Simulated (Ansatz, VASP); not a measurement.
# PbS: VASP beside Ansatz

```
Pb S
1.0
     0.00000    3.04650    3.04650
     3.04650    0.00000    3.04650
     3.04650    3.04650    0.00000
Pb S
1 1
Direct
  0.00000 0.00000 0.00000
  0.50000 0.50000 0.50000
```

Alike in both runs: functional r2SCAN; k mesh 8 × 8 × 8; occupations fermi-dirac, width 0.02 eV; no spin polarisation.

Ansatz relaxed the structure, and its values are those at the end. VASP's run is a single point on that final structure, the one shown.

```csv
,VASP,Ansatz
version,VASP 6.6.1,Ansatz 0.2.0
potentials or method,"VASP PAW PBE potentials, release 64 (Pb_d, S), cutoff 520 eV",PAW plane waves
valence electrons in the cell,20,20
```

|  | VASP | Ansatz | Ansatz less VASP |
| --- | --- | --- | --- |
| gap on the k mesh at the Fermi level (eV) | 0.90 | 0.90 | 0.000 |
| pressure (GPa) | -3.0 | -3.0 | +0.04 |

VASP's potentials were made for PBE, not for r2SCAN. Ansatz's warnings: stress scf threshold loose.

Spin-orbit coupling is off throughout.
